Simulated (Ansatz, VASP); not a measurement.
## Two plane-wave programs on BN

```xyz
2
Lattice="0.0000 1.8048 1.8048 1.8048 0.0000 1.8048 1.8048 1.8048 0.0000" Properties=species:S:1:pos:R:3 pbc="T T T"
B     0.0000    0.0000    0.0000
N     0.9024    0.9024    0.9024
```

Alike in both runs: task single point; functional PBE; k mesh 12 × 12 × 12; occupations fermi-dirac, width 0.02 eV; no spin polarisation.

```csv
,VASP,Ansatz
version,VASP 6.6.1,Ansatz 0.2.0
potentials or method,"VASP PAW PBE potentials, release 64 (B, N)","plane waves, PAW"
plane-wave cutoff (eV),520,420
valence electrons in the cell,8,8
```

|  | VASP | Ansatz | Ansatz less VASP |
| --- | --- | --- | --- |
| gap on the k mesh at the Fermi level (eV) | 4.46 | 4.48 | +0.012 |
| pressure (GPa) | 5.0 | 4.7 | -0.28 |
